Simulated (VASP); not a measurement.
# TiO2 (P4_2/mnm) in VASP: a series of runs, part 2 of 2

VASP 6.6.1.

### 4 Single point, r2SCAN

This run uses another cell than the first one, of 10.11 Å³/atom.

POSCAR reads:

```
TiO2
1.0
    4.5444052618      0.0000000000      0.0000000000
    0.0000000000      4.5444052618      0.0000000000
    0.0000000000      0.0000000000      2.9375852743
Ti O
2 4
Direct
    0.0000000000      0.0000000000      0.0000000000
    0.5000000000      0.5000000000      0.5000000000
    0.3036971188      0.3036971188      0.0000000000
    0.1963028812      0.8036971188      0.5000000000
    0.6963028812      0.6963028812      0.0000000000
    0.8036971188      0.1963028812      0.5000000000
```

INCAR.step1 reads:

```
ALGO     = Normal         # electronic algorithm
EDIFF    = 1E-4           # SCF threshold, eV
ENCUT    = 520            # plane-wave cutoff, eV
GGA      = PE             # functional
ISMEAR   = 0              # smearing method
LASPH    = True           # aspherical terms in the spheres
LCHARG   = False          # write CHGCAR
LREAL    = False          # projectors in reciprocal space
LWAVE    = True           # write WAVECAR
NBANDS   = 33             # bands
NELM     = 100            # most SCF steps
PREC     = Accurate       # precision mode
SIGMA    = 0.01           # smearing width, eV
```

INCAR.step2 reads:

```
ALGO     = Normal         # electronic algorithm
EDIFF    = 1E-7           # SCF threshold, eV
ENCUT    = 520            # plane-wave cutoff, eV
ISIF     = 2              # what is computed and relaxed
ISMEAR   = 0              # smearing method
ISTART   = 1            
LASPH    = True           # aspherical terms in the spheres
LCHARG   = False          # write CHGCAR
LMIXTAU  = True         
LREAL    = False          # projectors in reciprocal space
LWAVE    = False          # write WAVECAR
METAGGA  = R2SCAN         # meta-GGA
NBANDS   = 33             # bands
NELM     = 100            # most SCF steps
PREC     = Accurate       # precision mode
SIGMA    = 0.01           # smearing width, eV
```

KPOINTS reads:

```
k-points
0
Gamma
  4 4 6
```

Command:

```
$ cat potpaw_PBE.64/Ti_sv/POTCAR potpaw_PBE.64/O/POTCAR > POTCAR
$ cp INCAR.step1 INCAR
$ mpirun -np 1 vasp_std > vasp.out
$ cp INCAR.step2 INCAR
$ mpirun -np 1 vasp_std > vasp.out
```

It took 4.4 min on 1 thread of Intel Xeon 8259CL, shared host; peak memory 0.2 GiB.

It converged, with:

```yaml
Free_energy: -69.7407 eV
Pressure: 8.4 GPa
Largest_force: 0.029 eV/Å
Band_gap_on_the_k_mesh: 2.26 eV
```

Forces in eV/Å, atoms in the order of the input:
```
Ti   0.000  0.000  0.000
Ti   0.000  0.000  0.000
O   -0.020 -0.020  0.000
O    0.020 -0.020  0.000
O    0.020  0.020  0.000
O   -0.020  0.020  0.000
```

Stress tensor (GPa, compression positive):
```
8.16 0.00 0.00
0.00 8.16 0.00
0.00 0.00 8.83
```

Levels at points of the mesh, in eV from the valence-band top:
```tsv
k point	band 22	band 23	band 24	band 25	band 26	band 27
(0.00, 0.00, 0.00)	-0.51	-0.51	0.00	2.26	2.59	2.82
(0.50, 0.00, 0.00)	-1.79	-0.81	-0.81	2.98	2.98	3.52
(0.50, 0.50, 0.00)	-1.44	-1.16	-1.16	2.30	2.30	2.96
(0.00, 0.00, 0.50)	-2.56	-1.51	-1.51	3.45	3.45	3.67
(0.50, 0.00, 0.50)	-2.14	-1.15	-1.15	2.33	2.33	3.69
(0.50, 0.50, 0.50)	-1.41	-0.72	-0.72	3.05	3.05	3.68
```

Caveat: the cell stands under pressure; the PAW data sets were made with another functional, which shifts forces and pressure a little. r2SCAN opens gaps a little over a GGA but as a rule still falls short of measured ones.

### 5 Single point, r2SCAN

This run uses another cell than the first one, of 10.23 Å³/atom.

POSCAR reads:

```
TiO2
1.0
    4.5656520760      0.0000000000      0.0000000000
    0.0000000000      4.5656520760      0.0000000000
    0.0000000000      0.0000000000      2.9444662605
Ti O
2 4
Direct
    0.0000000000      0.0000000000      0.0000000000
    0.5000000000      0.5000000000      0.5000000000
    0.3040478127      0.3040478127      0.0000000000
    0.1959521873      0.8040478127      0.5000000000
    0.6959521873      0.6959521873      0.0000000000
    0.8040478127      0.1959521873      0.5000000000
```

INCAR.step1 reads:

```
  ALGO = Normal
  EDIFF = 1E-4
  ENCUT = 520
  GGA = PE
  ISMEAR = 0
  LASPH = True
  LCHARG = False
  LREAL = False
  LWAVE = True
  NBANDS = 33
  NELM = 80
  PREC = Accurate
  SIGMA = 0.01
```

INCAR.step2 reads:

```
  ALGO = Normal
  EDIFF = 1E-7
  ENCUT = 520
  ISIF = 2
  ISMEAR = 0
  ISTART = 1
  LASPH = True
  LCHARG = False
  LMIXTAU = True
  LREAL = False
  LWAVE = False
  METAGGA = R2SCAN
  NBANDS = 33
  NELM = 80
  PREC = Accurate
  SIGMA = 0.01
```

KPOINTS is that of step 4.

Command:

```
$ cat potpaw_PBE.64/Ti_sv/POTCAR potpaw_PBE.64/O/POTCAR > POTCAR
$ cp INCAR.step1 INCAR
$ mpirun -np 1 vasp_std > vasp.out
$ cp INCAR.step2 INCAR
$ mpirun -np 1 vasp_std > vasp.out
```

Run time: 4.9 min. Hardware: 1 thread of Intel Xeon 8259CL, shared host; peak memory 0.19 GiB.

The run converged. Its results:

- Free energy: -69.7717 eV
- Pressure: 5.3 GPa
- Largest force: 0.031 eV/Å
- Band gap on the k mesh: 2.25 eV

Forces on the atoms (eV/Å):
```
Ti   0.000  0.000  0.000
Ti   0.000  0.000  0.000
O   -0.022 -0.022  0.000
O    0.022 -0.022  0.000
O    0.022  0.022  0.000
O   -0.022  0.022  0.000
```

Stress tensor (GPa, compression positive):
```
5.10 0.00 0.00
0.00 5.10 0.00
0.00 0.00 5.78
```

Levels at points of the mesh, in eV from the valence-band top:
```tsv
k point	band 20	band 21	band 22	band 23	band 24	band 25	band 26	band 27	band 28	band 29
(0.00, 0.00, 0.00)	-2.13	-0.78	-0.51	-0.51	0.00	2.25	2.57	2.80	2.91	2.91
(0.50, 0.00, 0.00)	-3.21	-1.75	-1.75	-0.79	-0.79	2.95	2.95	3.47	3.47	4.01
(0.50, 0.50, 0.00)	-2.27	-1.42	-1.42	-1.15	-1.15	2.28	2.28	2.94	2.94	4.28
(0.00, 0.00, 0.50)	-2.91	-2.50	-2.50	-1.50	-1.50	3.40	3.40	3.63	3.63	4.11
(0.50, 0.00, 0.50)	-2.51	-2.11	-2.11	-1.13	-1.13	2.32	2.32	3.66	3.66	4.36
(0.50, 0.50, 0.50)	-2.88	-1.37	-1.37	-0.72	-0.72	3.02	3.02	3.64	3.64	3.68
```

Caveat: the cell stands under pressure; the PAW data sets were made with another functional, which shifts forces and pressure a little. A k mesh can miss the band edges.

### 6 Summary

| cell | gap on the mesh (eV) | pressure (GPa) | largest force (eV/Å) |
| --- | --- | --- | --- |
| a = 4.524, b = 4.524, c = 2.931 Å, 6 atoms | 2.28 | 11.4 | 0.03 |
| a = 4.544, b = 4.544, c = 2.938 Å, 6 atoms | 2.26 | 8.4 | 0.03 |
| a = 4.566, b = 4.566, c = 2.944 Å, 6 atoms | 2.25 | 5.3 | 0.03 |

Alike in all rows: task single point; level r2SCAN; potentials or basis VASP PAW PBE potentials, release 64 (Ti_sv, O); no spin polarisation; k mesh 4 × 4 × 6; cutoff (eV) 520; smearing gaussian 0.01 eV.

Caveats: the cell stands under pressure; the PAW data sets were made with another functional, which shifts forces and pressure a little.

Total energies depend on the potentials used, so only differences within one code and one set of settings carry meaning.
